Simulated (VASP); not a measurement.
# KCl: single point with HSE06

The system is KCl.

```
K Cl
1.0
     0.00000    3.30995    3.10462
     3.30995    0.00000    3.10462
     3.30995    3.30995    0.00000
K Cl
1 1
Direct
  0.00000 0.00000 0.00000
  0.50000 0.50000 0.50000
```

This cell differs from its parent crystal: epitaxial xy strain +5.2%.

```yaml
Program: VASP 6.6.1
Task: single point
Functional: HSE06
Potentials_or_basis: VASP PAW PBE potentials, release 64 (K_sv, Cl)
Cutoff: 520 eV
k_mesh: 6 × 6 × 6
Occupations: gaussian, width 0.01 eV
Spin: no spin polarisation
```

| Item | Value |
| --- | --- |
| Pressure | -0.7 GPa |
| Band gap on the k mesh | 6.17 eV |

Stress tensor (GPa, compression positive):
```
-1.31  0.00  0.00
 0.00 -1.31  0.00
 0.00  0.00  0.40
```

Levels at points of the mesh, in eV from the valence-band top:
```
           k point  band 4  band 5  band 6  band 7  band 8  band 9  band 10  band 11  band 12  band 13
(0.00, 0.00, 0.00)  -11.60  -11.60   -0.02   -0.02    0.00    6.17     9.71     9.71    10.09    10.61
(0.50, 0.00, 0.00)  -11.60  -11.39   -0.96   -0.29   -0.28    8.60     9.67    11.92    12.05    12.26
(0.50, 0.50, 0.00)  -11.65  -11.65   -0.59   -0.28   -0.28    7.84     9.47    11.19    11.91    12.08
(0.50, 0.00, 0.50)  -11.64  -11.63   -0.67   -0.22   -0.19    7.97     9.35    10.79    11.79    12.03
```

Run time: 30 min on 4 MPI ranks on Intel(R) Xeon(R) Platinum 8259CL CPU @ 2.50GHz (Skylake/Cascade Lake), on a shared host, peak memory 0.34 GiB a rank.

Caveat: the cell differs from its parent crystal (epitaxial xy strain +5.2%); the PAW data sets were made with another functional, which shifts forces and pressure a little.
